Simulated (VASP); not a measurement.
# Si2C (I4/mcm) in VASP: notebook, part 2 of 2

VASP 6.6.1. Earlier steps stand in the parts before.

## Step 3: Single point, PBE

This run uses another cell than the first one, of 12.62 Å³/atom, 1.098 times its volume.

Input file INCAR:

```
PREC = Accurate
ENCUT = 520
EDIFF = 1E-7
ISMEAR = 0
SIGMA = 0.1
LREAL = False
LASPH = True
NELM = 60
ALGO = Normal
ISIF = 2
LWAVE = False
LCHARG = False
GGA = PE
NBANDS = 21
```

Input file KPOINTS:

```
regular mesh
0
Gamma
  6 6 6
```

Input file POSCAR:

```
Si2C
1.0
   -2.8332947256      2.8332947256      2.3584378083
    2.8332947256     -2.8332947256      2.3584378083
    2.8332947256      2.8332947256     -2.3584378083
Si C
4 2
Direct
    0.6670000000      0.1670000000      0.8340000000
    0.1670000000      0.3330000000      0.5000000000
    0.3330000000      0.8330000000      0.1660000000
    0.8330000000      0.6670000000      0.5000000000
    0.2500000000      0.2500000000      0.0000000000
    0.7500000000      0.7500000000      0.0000000000
```

Potentials or basis: VASP PAW PBE potentials, release 64 (Si, C).

Run with:

```bash
cat potpaw_PBE.64/Si/POTCAR potpaw_PBE.64/C/POTCAR > POTCAR
mpirun -np 1 vasp_std > vasp.out
```

OUTCAR:

```text
PREC = Accurate
   ENCUT = 520
   EDIFF = 1E-7
   ISMEAR = 0
   LREAL = False
   LASPH = True
   NELM = 60
   ISIF = 2
   GGA = PE

 ion  position               nearest neighbor table
   1  0.667  0.167  0.834-   5 2.42   6 2.42   5 2.42   6 2.42   3 2.68   3 2.71   3 2.71   2 2.99
                             4 2.99   4 2.99   2 2.99   2 3.02   4 3.02   4 3.02   2 3.02
   2  0.167  0.333  0.500-   6 2.42   5 2.42   5 2.42   6 2.42   4 2.68   4 2.71   4 2.71   3 2.99
                             1 2.99   3 2.99   1 2.99   1 3.02   3 3.02   3 3.02   1 3.02
   3  0.333  0.833  0.166-   5 2.42   6 2.42   5 2.42   6 2.42   1 2.68   1 2.71   1 2.71   4 2.99
                             2 2.99   4 2.99   2 2.99   4 3.02   2 3.02   4 3.02   2 3.02
[... 793 lines left out ...]
  in kB      -79.2064995    -79.2064995    -87.6212449      0.0000000      0.0000000      0.0000000
  external PRESSURE =     -82.0114146 kB  Pullay stress =       0.0000000 kB

 VOLUME and BASIS-vectors are now :
 -----------------------------------------------------------------------------
  energy-cutoff  :      520.00
  volume of cell :       75.73
      direct lattice vectors                 reciprocal lattice vectors
    -2.833294726  2.833294726  2.358437808     0.000000000  0.176472993  0.212004742
     2.833294726 -2.833294726  2.358437808     0.176472993  0.000000000  0.212004742
     2.833294726  2.833294726 -2.358437808     0.176472993  0.176472993  0.000000000

 POSITION                                       TOTAL-FORCE (eV/Angst)
 -----------------------------------------------------------------------------------
      0.94632      3.77962      0.00000         0.137676      0.137676      0.000000
      1.88697      0.94632      0.00000        -0.137676      0.137676      0.000000
      1.88697     -0.94632      2.35844        -0.137676     -0.137676     -0.000000
      0.94632      1.88697      2.35844         0.137676     -0.137676      0.000000
      0.00000      0.00000      1.17922        -0.000000      0.000000     -0.000000
      0.00000      0.00000      3.53766        -0.000000      0.000000     -0.000000
 -----------------------------------------------------------------------------------
    total drift:                               -0.000000     -0.000000      0.000000

  FREE ENERGIE OF THE ION-ELECTRON SYSTEM (eV)
  ---------------------------------------------------
  free  energy   TOTEN  =       -30.6154558871 eV

  energy  without entropy=      -30.5965644366  energy(sigma->0) =      -30.60601016
```

It took 53 s on 1 thread of AMD EPYC 7R43 (Zen 3), shared host; peak memory 0.17 GiB.

What came out:

| Quantity | Value |
| --- | --- |
| Free energy | -30.6155 eV |
| Pressure | -8.2 GPa |
| Largest force | 0.195 eV/Å |
| Band gap on the k mesh | zero (band 12 reaches 10.87 eV, above the bottom of band 13 at 7.14 eV) |

Forces on the atoms (eV/Å):
```
Si   0.138  0.138  0.000
Si  -0.138  0.138  0.000
Si  -0.138 -0.138  0.000
Si   0.138 -0.138  0.000
C    0.000  0.000  0.000
C    0.000  0.000  0.000
```

Levels at points of the mesh, in eV from the Fermi level:
| k point | band 8 | band 9 | band 10 | band 11 | band 12 | band 13 | band 14 | band 15 | band 16 | band 17 |
| --- | --- | --- | --- | --- | --- | --- | --- | --- | --- | --- |
| (0.00, 0.00, 0.00) | -4.99 | -4.99 | -3.44 | -3.38 | -3.38 | -2.06 | 1.16 | 1.63 | 1.63 | 3.22 |
| (0.50, 0.00, 0.00) | -3.70 | -2.06 | -2.06 | -0.69 | -0.69 | 0.05 | 0.05 | 2.85 | 2.85 | 3.65 |
| (0.50, 0.50, 0.00) | -5.33 | -3.94 | -2.54 | -1.58 | -0.08 | 0.95 | 1.88 | 2.18 | 2.34 | 2.39 |
| (0.50, 0.50, 0.50) | -2.05 | -2.05 | -2.00 | -0.01 | 0.77 | 0.77 | 0.92 | 2.24 | 2.24 | 3.66 |

## Step 4: Single point, PBE

This run uses another cell than the first one, of 11.00 Å³/atom, 0.956 times its volume.

Input file INCAR:

```
ALGO = Normal
EDIFF = 1E-6
ENCUT = 520
GGA = PE
ISIF = 2
ISMEAR = 0
LASPH = T
LCHARG = F
LREAL = F
LWAVE = F
NBANDS = 21
NELM = 100
PREC = Accurate
SIGMA = 0.1
```

Input file KPOINTS:

```
k-points
0
Gamma
  10 10 10
```

Input file POSCAR:

```
Si2C
1.0
   -2.3908268601      2.3908268601      2.8858223463
    2.3908268601     -2.3908268601      2.8858223463
    2.3908268601      2.3908268601     -2.8858223463
Si C
4 2
Direct
    0.1828719681      0.6828719681      0.8657439362
    0.6828719681      0.8171280319      0.5000000000
    0.8171280319      0.3171280319      0.1342560638
    0.3171280319      0.1828719681      0.5000000000
    0.7500000000      0.7500000000      0.0000000000
    0.2500000000      0.2500000000      0.0000000000
```

Run with:

```bash
cat potpaw_PBE.64/Si/POTCAR potpaw_PBE.64/C/POTCAR > POTCAR
mpirun -np 1 vasp_std > vasp.out
```

Wall time 54 s (1 thread of Intel Xeon 6975P-C (Granite Rapids), shared host); peak memory 0.26 GiB.

Results (log left out):

```yaml
Free_energy: -33.0131 eV
Pressure: 0.0 GPa
Band_gap_on_the_k_mesh: zero (band 12 reaches 12.47 eV, above the bottom of band 13 at 8.48 eV)
```

Forces on the atoms (eV/Å):
```
Si  -0.002 -0.002  0.000
Si   0.002 -0.002  0.000
Si   0.002  0.002  0.000
Si  -0.002  0.002  0.000
C    0.000  0.000  0.000
C    0.000  0.000  0.000
```

Stress tensor (GPa, compression positive):
```
-0.03  0.00  0.00
 0.00 -0.03  0.00
 0.00  0.00  0.13
```

Levels at points of the mesh, in eV from the Fermi level:
```tsv
k point	band 8	band 9	band 10	band 11	band 12	band 13	band 14	band 15	band 16	band 17
(0.00, 0.00, 0.00)	-6.18	-5.88	-5.54	-5.54	-2.88	-2.58	-1.68	2.16	4.78	4.78
(0.50, 0.00, 0.00)	-6.55	-2.95	-2.95	-0.13	-0.13	0.34	0.34	2.51	2.51	3.87
(0.50, 0.50, 0.00)	-2.25	-1.99	-1.91	-1.82	-0.16	1.36	2.08	2.42	2.42	2.44
(0.50, 0.50, 0.50)	-2.62	-2.33	-1.15	-1.04	-1.04	-0.12	0.96	1.58	3.62	4.02
```

## Step 5: Relaxation of cell and atoms, PBE

This run uses another cell than the first one, of 12.62 Å³/atom, 1.098 times its volume.

Input file INCAR:

```
SYSTEM = Si2C
PREC = Accurate ; ENCUT = 600
EDIFF = 1E-7 ; ISMEAR = 0
SIGMA = 0.1 ; LREAL = .FALSE.
LASPH = .TRUE. ; NELM = 60
ALGO = Normal ; ISIF = 3
LWAVE = .FALSE. ; LCHARG = .FALSE.
GGA = PE ; IBRION = 2
NSW = 90 ; EDIFFG = -0.04
```

Input file KPOINTS:

```
Automatic mesh
0
G
  6 6 6
  0 0 0
```

Input file POSCAR:

```
Si2C
1.0
   -2.8332947256      2.8332947256      2.3584378083
    2.8332947256     -2.8332947256      2.3584378083
    2.8332947256      2.8332947256     -2.3584378083
Si C
4 2
Direct
    0.6670000000      0.1670000000      0.8340000000
    0.1670000000      0.3330000000      0.5000000000
    0.3330000000      0.8330000000      0.1660000000
    0.8330000000      0.6670000000      0.5000000000
    0.2500000000      0.2500000000      0.0000000000
    0.7500000000      0.7500000000      0.0000000000
```

Potentials or basis: VASP PAW PBE potentials, release 64 (Si, C).

Run with:

```bash
cat potpaw_PBE.64/Si/POTCAR potpaw_PBE.64/C/POTCAR > POTCAR
mpirun -np 1 vasp_std > vasp.out
```

OUTCAR:

```text
SYSTEM = Si2C
   PREC = Accurate
   ENCUT = 600
   EDIFF = 1E-7
   ISMEAR = 0
   LREAL = .FALSE.
   LASPH = .TRUE.
   NELM = 60
   ISIF = 3
   GGA = PE
   IBRION = 2
   NSW = 90
   EDIFFG = -0.04

 ion  position               nearest neighbor table
   1  0.667  0.167  0.834-   5 2.42   6 2.42   5 2.42   6 2.42   3 2.68   3 2.71   3 2.71   2 2.99
                             4 2.99   4 2.99   2 2.99   2 3.02   4 3.02   4 3.02   2 3.02
   2  0.167  0.333  0.500-   6 2.42   5 2.42   5 2.42   6 2.42   4 2.68   4 2.71   4 2.71   3 2.99
                             1 2.99   3 2.99   1 2.99   1 3.02   3 3.02   3 3.02   1 3.02
   3  0.333  0.833  0.166-   5 2.42   6 2.42   5 2.42   6 2.42   1 2.68   1 2.71   1 2.71   4 2.99
                             2 2.99   4 2.99   2 2.99   4 3.02   2 3.02   4 3.02   2 3.02
   4  0.833  0.667  0.500-   5 2.42   6 2.42   6 2.42   5 2.42   2 2.68   2 2.71   2 2.71   3 2.99
                             1 2.99   3 2.99   1 2.99   1 3.02   3 3.02   1 3.02   3 3.02
   5  0.250  0.250  0.000-   4 2.42   1 2.42   2 2.42   3 2.42   2 2.42   4 2.42   3 2.42   1 2.42

   6  0.750  0.750  0.000-   2 2.42   1 2.42   3 2.42   4 2.42   4 2.42   2 2.42   1 2.42   3 2.42

  LATTYP: Found a body centered tetragonal cell.
 ALAT       =     5.6665894512
 C/A-ratio  =     0.8324011572

  Lattice vectors:

 A1 = (  -2.8332947256,   2.8332947256,   2.3584378083)
 A2 = (   2.8332947256,  -2.8332947256,   2.3584378083)
 A3 = (   2.8332947256,   2.8332947256,  -2.3584378083)

Analysis of symmetry for initial positions (statically):
=====================================================================
 Subroutine PRICEL returns:
 Original cell was already a primitive cell.

 Routine SETGRP: Setting up the symmetry group for a
 body centered tetragonal supercell.

 Subroutine GETGRP returns: Found 16 space group operations
 (whereof  8 operations were pure point group operations)
 out of a pool of 16 trial point group operations.

The static configuration has the point symmetry C_4h.
 The point group associated with its full space group is D_4h.

Analysis of symmetry for dynamics (positions and initial velocities):
=====================================================================
 Subroutine PRICEL returns:
 Original cell was already a primitive cell.

 Routine SETGRP: Setting up the symmetry group for a
 body centered tetragonal supercell.

 Subroutine GETGRP returns: Found 16 space group operations
 (whereof  8 operations were pure point group operations)
 out of a pool of 16 trial point group operations.

[... 121 lines left out ...]
   NUPDOWN=      -1.0000    fix difference up-down
   EMIN   =  10.00;   EMAX   =-10.00  energy-range for DOS
   EFERMI =   0.00;   METHOD = LEGACY
   ISMEAR =     0;   SIGMA  =   0.10  broadening in eV -4-tet -1-fermi 0-gaus
   EFERMI_NEDOS =   21; number of points for ismear=-14 and -15
   IALGO  =     38    algorithm
   IMIX   =      4    mixing-type and parameters
     AMIX     =   0.40;   BMIX     =  1.00
     AMIX_MAG =   1.60;   BMIX_MAG =  1.00
  volume/ion in A,a.u.               =      12.62        85.18
  Fermi-wavevector in a.u.,A,eV,Ry     =   1.116150  2.109218 16.950016  1.245791
  Thomas-Fermi vector in A             =   2.252761
   LORBIT       =      0    0 simple, 1 ext, 2 COOP (PROOUT), +10 PAW based schemes
   GGA     = PE    functional components
   LHFCALC =     F    Hartree Fock is set to
   AEXX    =    0.0000 exact exchange contribution
   IVDW    =     0    specifies the selected vdW correction
   LEPSILON=     F    determine dielectric tensor
   LRPA    =     F    only Hartree local field effects (RPA)
 conjugate gradient relaxation of ions
 non-spin polarized calculation
 Gauss-broadening in eV      SIGMA  =   0.10
  energy-cutoff  :      600.00
  volume of cell :       75.73
 maximum number of plane-waves:      2557
 NGX is ok and might be reduce to    40
   NGX = 19   NGY = 19   NGZ = 19

--------------------------------------- Ionic step        1  -------------------------------------------

 number of electron      24.0000000 magnetization

 Free energy of the ion-electron system (eV)
  ---------------------------------------------------
  ext. energy  EPLUGINS =         0.00000000
  ---------------------------------------------------
  free energy    TOTEN  =       -30.61631213 eV

  energy without entropy =      -30.59742119  energy(sigma->0) =      -30.60686666

 E-fermi :   9.2032     XC(G=0): -11.2839

 val. band max:        9.1937890718   @ k =   0.5000   0.5000   0.5000
 cond. band min:       9.2576439214   @ k =   0.5000   0.0000  -0.0000
 fundamental gap:      0.0638548495
 Fermi energy:         9.2032020061

 k-point     1 :       0.0000    0.0000    0.0000
  band No.  band energies     occupation
      1      -6.2807      2.00000
      2       0.4927      2.00000
      3       1.5023      2.00000
      4       2.5611      2.00000
      5       2.5611      2.00000
      6       2.6889      2.00000
[... 766 lines left out ...]
--------------------------------------- Ionic step        9  -------------------------------------------

 number of electron      23.9999999 magnetization

 Free energy of the ion-electron system (eV)
  ---------------------------------------------------
  ext. energy  EPLUGINS =         0.00000000
  ---------------------------------------------------
  free energy    TOTEN  =       -30.83971605 eV

  energy without entropy =      -30.82792549  energy(sigma->0) =      -30.83382077

 E-fermi :  10.3890     XC(G=0): -11.6760

 val. band max:       10.3767010434   @ k =   0.5000   0.5000  -0.0000
 cond. band min:      10.4175018241   @ k =   0.5000   0.5000   0.3333
 fundamental gap:      0.0408007807
 Fermi energy:        10.3890298701

 k-point     1 :       0.0000    0.0000    0.0000
  band No.  band energies     occupation
      1      -6.0336      2.00000
      2       1.6424      2.00000
      3       2.4131      2.00000
      4       3.0962      2.00000
      5       3.0962      2.00000
      6       3.2419      2.00000
[... 480 lines left out ...]
  FREE ENERGIE OF THE ION-ELECTRON SYSTEM (eV)
  ---------------------------------------------------
  free  energy   TOTEN  =       -30.8397160495 eV

  energy  without entropy=      -30.8279254949  energy(sigma->0) =      -30.83382077

 reached required accuracy - stopping structural energy minimisation
```

OSZICAR:

```text
N       E                     dE             d eps       ncg     rms          rms(c)
DAV:   1     0.601759776335E+02    0.60176E+02   -0.11708E+04   960   0.148E+03
DAV:   2    -0.267746436270E+02   -0.86951E+02   -0.85588E+02  1248   0.189E+02
DAV:   3    -0.314096176410E+02   -0.46350E+01   -0.45486E+01  1368   0.413E+01
DAV:   4    -0.314671691185E+02   -0.57551E-01   -0.56815E-01  1160   0.520E+00
[... 71 lines left out ...]
DAV:   2    -0.308397258055E+02   -0.44881E-04   -0.58531E-04  1328   0.163E-01    0.225E-02
DAV:   3    -0.308397174146E+02    0.83909E-05   -0.32975E-05  1224   0.341E-02    0.805E-03
DAV:   4    -0.308397164003E+02    0.10143E-05   -0.45989E-06  1272   0.151E-02    0.382E-03
DAV:   5    -0.308397160971E+02    0.30314E-06   -0.20971E-06  1208   0.775E-03    0.129E-03
DAV:   6    -0.308397160495E+02    0.47631E-07   -0.19230E-07   808   0.297E-03
   9 F= -.30839716E+02 E0= -.30833821E+02  d E =-.772107E-03
```

Wall time 98 s (1 thread of Intel Xeon 6975P-C (Granite Rapids), shared host); peak memory 0.25 GiB.

What came out:

```yaml
Free_energy: -30.8397 eV
Relaxed_volume: 11.49 Å³/atom
Relaxed_cell: a = 4.515 Å, b = 4.515 Å, c = 4.515 Å, α = 104.39°, β = 104.39°, γ = 120.19°
Space_group_after_relaxing_to_0.05_Å: I4/mcm (No. 140)
Energy_gained_by_relaxing: 37.2 meV/atom
Ionic_steps: 9
Pressure_after_relaxing: -0.1 GPa
Largest_force_after_relaxing: 0.036 eV/Å
Band_gap_on_the_k_mesh: zero (band 12 reaches 12.63 eV, above the bottom of band 13 at 8.24 eV)
```

Forces on the atoms (eV/Å):
```
Si   0.025  0.025  0.000
Si  -0.025  0.025  0.000
Si  -0.025 -0.025  0.000
Si   0.025 -0.025  0.000
C    0.000  0.000  0.000
C    0.000  0.000  0.000
```

Step by step:
```tsv
step	energy change (eV)	largest force (eV/Å)	pressure (GPa)	volume (Å³)
1	0.0000	0.1949	-8.23	75.73
2	-0.2013	0.0510	-0.13	68.84
3	-0.2015	0.0452	0.15	68.66
4	-0.2206	0.0607	0.61	68.33
5	-0.2208	0.0589	0.66	68.31
6	-0.2208	0.0584	0.68	68.30
7	-0.2225	0.0567	0.03	68.77
8	-0.2226	0.0564	-0.17	68.92
9	-0.2234	0.0360	-0.15	68.95
```

Final structure:
```cif
data_structure
_symmetry_space_group_name_H-M 'P 1'
_symmetry_Int_Tables_number 1
_cell_length_a 4.5148
_cell_length_b 4.5148
_cell_length_c 4.5148
_cell_angle_alpha 104.394
_cell_angle_beta 104.394
_cell_angle_gamma 120.187
_cell_volume 68.95
loop_
_atom_site_label
_atom_site_type_symbol
_atom_site_fract_x
_atom_site_fract_y
_atom_site_fract_z
_atom_site_occupancy
Si1 Si 0.66962 0.16962 0.83925 1
Si2 Si 0.16962 0.33038 0.50000 1
Si3 Si 0.33038 0.83038 0.16075 1
Si4 Si 0.83038 0.66962 0.50000 1
C1 C 0.25000 0.25000 0.00000 1
C2 C 0.75000 0.75000 0.00000 1
```

## Step 6: The runs side by side

| task | cell | k mesh | cutoff (eV) | gap on the mesh (eV) | pressure (GPa) | largest force (eV/Å) |
| --- | --- | --- | --- | --- | --- | --- |
| single point | a = 4.516 Å, angles 104.4, 104.4, 120.2°, 6 atoms | 6 × 6 × 6 | 520 | none | 0.0 | - |
| single point | a = 4.649 Å, angles 104.9, 104.9, 119.0°, 6 atoms | 6 × 6 × 6 | 520 | none | -8.2 | 0.19 |
| single point | a = 4.445 Å, angles 114.9, 114.9, 99.0°, 6 atoms | 10 × 10 × 10 | 520 | none | 0.0 | - |
| relaxation of cell and atoms | relaxed from a = 4.649 Å, angles 104.9, 104.9, 119.0°, 6 atoms | 6 × 6 × 6 | 600 | none | -0.1 | 0.04 |

Alike in all rows: level PBE; potentials or basis VASP PAW PBE potentials, release 64 (Si, C); no spin polarisation; smearing gaussian 0.1 eV.

Absolute energies hang on the potentials; compare differences alone.
